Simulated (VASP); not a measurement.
Input of a VASP 6.6.1 run:

INCAR

```
PREC     = Accurate       # precision mode
ENCUT    = 600            # plane-wave cutoff, eV
EDIFF    = 1E-6           # SCF threshold, eV
ISMEAR   = -1             # smearing method
SIGMA    = 0.1            # smearing width, eV
LREAL    = False          # projectors in reciprocal space
LASPH    = True           # aspherical terms in the spheres
NELM     = 60             # most SCF steps
ALGO     = Normal         # electronic algorithm
ISIF     = 3              # what is computed and relaxed
LWAVE    = False          # write WAVECAR
LCHARG   = False          # write CHGCAR
GGA      = PS             # functional
IBRION   = 2              # ionic algorithm
NSW      = 80             # ionic steps
EDIFFG   = -0.01          # ionic threshold
```

Contents of KPOINTS:

```
Automatic mesh
0
Gamma
  9 9 9
```

File POSCAR:

```
Sc
1.0
    0.0000000000      3.2317434665      3.2317434665
    3.2317434665      0.0000000000      3.2317434665
    3.2317434665      3.2317434665      0.0000000000
Sc
2
Direct
    0.1250000000      0.1250000000      0.1250000000
    0.8750000000      0.8750000000      0.8750000000
```

Potentials or basis: VASP PAW PBE potentials, release 64 (Sc_sv).

Command:

```console
$ cat potpaw_PBE.64/Sc_sv/POTCAR > POTCAR
$ mpirun -np 1 vasp_std > vasp.out
```

Question: Predict the space group after relaxing (to 0.05 Å).

Answer: Fd-3m (No. 227).

Question: Estimate the relaxed volume.

Answer: 31.36 Å³/atom.

The path:
```tsv
step	energy change (eV)	largest force (eV/Å)	pressure (GPa)	volume (Å³)
1	0.0000	0.0000	-0.73	67.51
2	-0.0059	0.0000	-0.52	66.02
3	-0.0106	0.0000	-0.29	64.20
4	-0.0092	0.0000	0.43	60.67
5	-0.0119	0.0000	0.00	62.72
```

Caveat: the PAW data sets were made with another functional, which shifts forces and pressure a little.
